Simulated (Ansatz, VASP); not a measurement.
# SiC in VASP and in Ansatz

```
Si C
1.0
    -4.37973    4.37973    0.00000
    -4.37973    0.00000    4.37973
     0.00000    4.37973    4.37973
Si C
8 8
Cartesian
  -4.3797 2.1899 2.1899
  -2.1899 0.0000 2.1899
  -2.1899 2.1899 0.0000
  -4.3797 4.3797 4.3797
  0.0000 0.0000 0.0000
  -2.1899 2.1899 4.3797
  -2.1899 4.3797 2.1899
  0.0000 2.1899 2.1899
  -5.4747 3.2848 3.2848
  -3.2848 1.0949 3.2848
  -3.2848 3.2848 1.0949
  -5.4747 5.4747 5.4747
  -1.0949 1.0949 1.0949
  -3.2848 3.2848 5.4747
  -3.2848 5.4747 3.2848
  -1.0949 3.2848 3.2848
```

Alike in both runs: task single point; functional PBE; k mesh 6 × 6 × 6; occupations gaussian, width 0.05 eV; no spin polarisation.

|  | VASP | Ansatz |
| --- | --- | --- |
| version | VASP 6.6.1 | Ansatz 0.2.0 |
| potentials or method | VASP PAW PBE potentials, release 64 (Si, C), cutoff 520 eV | scalar-relativistic, plane waves, PAW |
| valence electrons in the cell | 64 | 64 |

```tsv
	VASP	Ansatz	Ansatz less VASP
gap on the k mesh at the Fermi level (eV)	1.37	1.37	+0.002
least direct gap on the mesh (eV)	1.37	1.37	+0.002
pressure (GPa)	0.0	0.0	+0.04
```

The functional is the same, so the differences come from potentials, cutoffs and numerics.
